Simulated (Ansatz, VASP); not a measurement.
B: VASP beside Ansatz

POSCAR

```
B
1.0
    1.9222148773      0.0000000000      0.0000000000
    0.0000000000      1.9222148773      0.0000000000
    0.0000000000      0.0000000000      1.9222148773
B
1
Direct
    0.5000000000      0.5000000000      0.5000000000
```

Contents of INCAR.step1:

```
SYSTEM = B
PREC = Accurate
ENCUT = 520
EDIFF = 1E-5
ISMEAR = -1
SIGMA = 0.05
LREAL = .FALSE.
LASPH = .TRUE.
NELM = 80
ALGO = Normal
ISIF = 2
LWAVE = .TRUE.
LCHARG = .FALSE.
NBANDS = 8
GGA = PE
```

INCAR.step2

```
SYSTEM = B
PREC = Accurate
ENCUT = 520
EDIFF = 1E-7
ISMEAR = -1
SIGMA = 0.05
LREAL = .FALSE.
LASPH = .TRUE.
NELM = 80
ALGO = Normal
ISIF = 2
LWAVE = .FALSE.
LCHARG = .FALSE.
GGA = PE
LHFCALC = .TRUE.
AEXX = 0.25
PRECFOCK = Normal
NBANDS = 8
ISTART = 1
```

The input KPOINTS:

```
Automatic mesh
0
G
  7 7 7
  0 0 0
```

File input.yaml:

```yaml
crystal:
  lattice:
    - [1.9222148773, 0.0, 0.0]
    - [0.0, 1.9222148773, 0.0]
    - [0.0, 0.0, 1.9222148773]
  atoms:
    - { symbol: B, position: [0.5, 0.5, 0.5] }
hamiltonian:
  xc: pbe0
  pseudopotentials: { kind: paw }
kpoints:
  mp_grid: { grid: [7, 7, 7] }
scf:
  occupations: { method: fermi_dirac, width: 0.05 }
output:
  forces: true
  stress: true
  eigenvalues: true
  write_density: true
  write_potential: true
  elf: true
  volumetric_format: npy
```

Alike in both runs: task single point; functional PBE0; k mesh 7 × 7 × 7; occupations fermi-dirac, width 0.05 eV; no spin polarisation.

|  | VASP | Ansatz |
| --- | --- | --- |
| version | VASP 6.6.1 | Ansatz 0.2.0 |
| potentials or method | VASP PAW PBE potentials, release 64 (B) | Ansatz PAW |
| plane-wave cutoff (eV) | 520 | 420 |
| valence electrons in the cell | 3 | 3 |

|  | VASP | Ansatz | Ansatz less VASP |
| --- | --- | --- | --- |
| gap on the k mesh at the Fermi level (eV) | none | none | - |
| pressure (GPa) | -17.4 | -17.2 | +0.14 |

A gap of «none» marks a metal or a gap that the smearing closes.

The k mesh is coarse, so the values compare programs but aren't converged.
